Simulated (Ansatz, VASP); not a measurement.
# Two plane-wave programs on GaN

```
Ga N
1.0
     3.18000    0.00000    0.00000
    -1.59000    2.75396    0.00000
     0.00000    0.00000    5.16600
Ga N
2 2
Direct
  0.29652 0.64826 0.97239
  0.62985 0.31493 0.47239
  0.33333 0.66667 0.37500
  0.66667 0.33333 0.87500
```

Change from the starting cell: all Ga atoms moved +0.175 Å, as atom 1 towards its neighbour atom 2 (Ga) at 3.169 Å.

Alike in both runs: task single point; functional r2SCAN; k mesh 12 × 12 × 6; occupations gaussian, width 0.05 eV; no spin polarisation.

```csv
,VASP,Ansatz
version,VASP 6.6.1,Ansatz 0.2.0
potentials or method,"VASP PAW PBE potentials, release 64 (Ga_d, N), cutoff 520 eV","scalar-relativistic, plane waves, PAW"
valence electrons in the cell,36,36
```

```tsv
	VASP	Ansatz	Ansatz less VASP
gap on the k mesh at the Fermi level (eV)	2.23	2.23	-0.001
least direct gap on the mesh (eV)	2.23	2.23	-0.001
pressure (GPa)	5.1	4.0	-1.09
traceless stress, the component that is largest in VASP (GPa)	-8.39	-7.88	+0.506
rms of the force components (eV/Å)	1.291	1.272	-0.0189
```

VASP's potentials were made for PBE, not for r2SCAN. Atom by atom the forces differ by 0.019 eV/Å (rms over components).
